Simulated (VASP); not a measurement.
# TiSi2 (Cmcm) in VASP: notebook, part 3 of 3

VASP 6.6.1.

**6. Relaxation of cell and atoms, LDA**

File INCAR:

```
SYSTEM = TiSi2
ALGO = Normal
EDIFF = 1E-6
EDIFFG = -0.01
ENCUT = 600
GGA = CA
IBRION = 2
ISIF = 3
ISMEAR = -1
LASPH = .TRUE.
LCHARG = .FALSE.
LREAL = .FALSE.
LWAVE = .FALSE.
NELM = 100
NSW = 60
PREC = Accurate
SIGMA = 0.05
```

File KPOINTS:

```
k-points
0
G
  8 8 8
  0 0 0
```

File POSCAR:

```
TiSi2
1.0
    1.7651050250     -6.7592815350      0.0000000000
    1.7651050250      6.7592815350      0.0000000000
    0.0000000000      0.0000000000      3.5651739700
Ti Si
2 4
Direct
    0.1031180800      0.8968819200      0.2500000000
    0.8968819200      0.1031180800      0.7500000000
    0.7503148200      0.2496851800      0.2500000000
    0.2496851800      0.7503148200      0.7500000000
    0.4417485500      0.5582514500      0.2500000000
    0.5582514500      0.4417485500      0.7500000000
```

Potentials or basis: VASP PAW LDA potentials, release 64 (Ti_sv, Si).

Launch:

```console
> cat potpaw_LDA.64/Ti_sv/POTCAR potpaw_LDA.64/Si/POTCAR > POTCAR
> mpirun -np 1 vasp_std > vasp.out
```

OUTCAR:

```text
SYSTEM = TiSi2
   EDIFF = 1E-6
   EDIFFG = -0.01
   ENCUT = 600
   GGA = CA
   IBRION = 2
   ISIF = 3
   ISMEAR = -1
   LASPH = .TRUE.
   LREAL = .FALSE.
   NELM = 100
   NSW = 60
   PREC = Accurate

 ion  position               nearest neighbor table
   1  0.103  0.897  0.250-   6 2.58   6 2.58   6 2.58   6 2.58   3 2.66   3 2.66   4 2.67   4 2.67
                             5 2.81   5 2.81
   2  0.897  0.103  0.750-   5 2.58   5 2.58   5 2.58   5 2.58   4 2.66   4 2.66   3 2.67   3 2.67
                             6 2.81   6 2.81
   3  0.750  0.250  0.250-   4 2.51   4 2.51   4 2.51   4 2.51   1 2.66   1 2.66   2 2.67   2 2.67
                             5 3.13   5 3.13
   4  0.250  0.750  0.750-   3 2.51   3 2.51   3 2.51   3 2.51   2 2.66   2 2.66   1 2.67   1 2.67
                             6 3.13   6 3.13
   5  0.442  0.558  0.250-   6 2.38   6 2.38   2 2.58   2 2.58   2 2.58   2 2.58   1 2.81   1 2.81
                             3 3.13   3 3.13
[... 448 lines left out ...]
 E-fermi :  10.9613     XC(G=0): -11.9822

 val. band max:       10.9463527450   @ k =   0.3750   0.2500   0.1250
 cond. band min:      10.9636907973   @ k =  -0.1250   0.1250   0.1250
 fundamental gap:      0.0173380523
 Fermi energy:        10.9613489048

 k-point     1 :       0.0000    0.0000    0.0000
  band No.  band energies     occupation
      1     -45.0489      2.00000
      2     -45.0357      2.00000
      3     -21.8125      2.00000
      4     -21.7642      2.00000
      5     -21.7642      2.00000
      6     -21.7471      2.00000
[... 637 lines left out ...]
     23      12.2340      0.00000
     24      12.5512      0.00000

 [... further k-points ...]

------------------------ aborting loop because EDIFF is reached ----------------------------------------

  FORCE on cell =-STRESS in cart. coord.  units (eV):
  Direction    XX          YY          ZZ          XY          YZ          ZX
  --------------------------------------------------------------------------------------
  -------------------------------------------------------------------------------------
  Total        0.0108433      0.0089950      0.0196711      0.0000000      0.0000000      0.0000000
  in kB        0.2126323      0.1763886      0.3857427      0.0000000      0.0000000      0.0000000
  external PRESSURE =       0.2582545 kB  Pullay stress =       0.0000000 kB
[... 21 lines left out ...]
  FREE ENERGIE OF THE ION-ELECTRON SYSTEM (eV)
  ---------------------------------------------------
  free  energy   TOTEN  =       -45.0174989361 eV

  energy  without entropy=      -45.0056627292  energy(sigma->0) =      -45.01158083

 reached required accuracy - stopping structural energy minimisation
```

CONTCAR:

```text
TiSi2
   1.00000000000000
     1.7444063849429301   -6.6302642047809162    0.0000000000000000
     1.7444063849429301    6.6302642047809162   -0.0000000000000000
     0.0000000000000000    0.0000000000000000    3.5321077872827336
  Ti              Si
     2     4
Direct
     0.1024903237525875    0.8975096762474125    0.2500000000000000
     0.8975096762474125    0.1024903237525875    0.7500000000000000
     0.7505406906743504    0.2494593093256496    0.2500000000000000
     0.2494593093256496    0.7505406906743504    0.7500000000000000
     0.4401710078736870    0.5598289921263131    0.2500000000000000
     0.5598289921263131    0.4401710078736870    0.7500000000000000

  0.00000000E+00  0.00000000E+00  0.00000000E+00
  0.00000000E+00  0.00000000E+00  0.00000000E+00
  0.00000000E+00  0.00000000E+00  0.00000000E+00
  0.00000000E+00  0.00000000E+00  0.00000000E+00
  0.00000000E+00  0.00000000E+00  0.00000000E+00
  0.00000000E+00  0.00000000E+00  0.00000000E+00
```

Run time: 34 min. Hardware: 1 thread of Intel Xeon 8259CL, shared host; peak memory 0.39 GiB.

What came out:

* Free energy: -45.0175 eV
* Relaxed volume: 13.62 Å³/atom
* Relaxed cell: a = 6.856 Å, b = 6.856 Å, c = 3.532 Å, α = 90.00°, β = 90.00°, γ = 150.52°
* Space group after relaxing (to 0.1 Å): Cmcm (No. 63)
* Energy gained by relaxing: 9.6 meV/atom
* Ionic steps: 7
* Pressure after relaxing: 0.0 GPa
* Largest force after relaxing: 0.005 eV/Å
* Band gap on the k mesh: zero (bands 20 and 21 overlap by 1.04 eV)

Forces in eV/Å, atoms in the order of the input:
```
Ti   0.000 -0.003  0.000
Ti   0.000  0.003  0.000
Si   0.000  0.005  0.000
Si   0.000 -0.005  0.000
Si   0.000  0.002  0.000
Si   0.000 -0.002  0.000
```

The path:
```csv
step,energy change (eV),largest force (eV/Å),pressure (GPa),volume (Å³)
1,0.0000,0.1063,-5.21,85.07
2,-0.0136,0.2701,5.12,79.52
3,-0.0517,0.1906,0.04,82.02
4,-0.0560,0.0887,-0.02,81.89
5,-0.0570,0.0437,-0.03,81.79
6,-0.0577,0.0121,0.01,81.73
7,-0.0577,0.0049,0.03,81.70
```

Final structure:
```yaml
crystal:
  lattice:
    - [1.74441, -6.63026, 0.00000]
    - [1.74441, 6.63026, 0.00000]
    - [0.00000, 0.00000, 3.53211]
  atoms:
    - { symbol: Ti, position: [0.10249, 0.89751, 0.25000] }
    - { symbol: Ti, position: [0.89751, 0.10249, 0.75000] }
    - { symbol: Si, position: [0.75054, 0.24946, 0.25000] }
    - { symbol: Si, position: [0.24946, 0.75054, 0.75000] }
    - { symbol: Si, position: [0.44017, 0.55983, 0.25000] }
    - { symbol: Si, position: [0.55983, 0.44017, 0.75000] }
```

**7. Summary**

```csv
task,cell,cutoff (eV),gap on the mesh (eV),pressure (GPa),largest force (eV/Å)
single point,"a = 6.986, b = 6.986, c = 3.565 Å, angles 90.0, 90.0, 150.7°, 6 atoms, atomic positions A",520,none,-5.3,0.11
single point,"a = 7.032, b = 7.032, c = 3.589 Å, angles 90.0, 90.0, 150.7°, 6 atoms, atomic positions A",520,none,-7.7,0.09
single point,"a = 7.078, b = 7.078, c = 3.612 Å, angles 90.0, 90.0, 150.7°, 6 atoms, atomic positions A",520,none,-10.0,0.14
single point,"a = 6.854, b = 6.854, c = 3.531 Å, angles 90.0, 90.0, 150.5°, 6 atoms, atomic positions B",520,none,0.2,-
relaxation of cell and atoms,"relaxed from a = 6.986, b = 6.986, c = 3.565 Å, angles 90.0, 90.0, 150.7°, 6 atoms, atomic positions A",600,none,0.0,-
```

Alike in all rows: level LDA; potentials or basis VASP PAW LDA potentials, release 64 (Ti_sv, Si); no spin polarisation; k mesh 8 × 8 × 8; smearing fermi-dirac 0.05 eV.

Caveats: the cell stands under tension (at least some runs).

Total energies depend on the potentials used, so only differences within one code and one set of settings carry meaning.
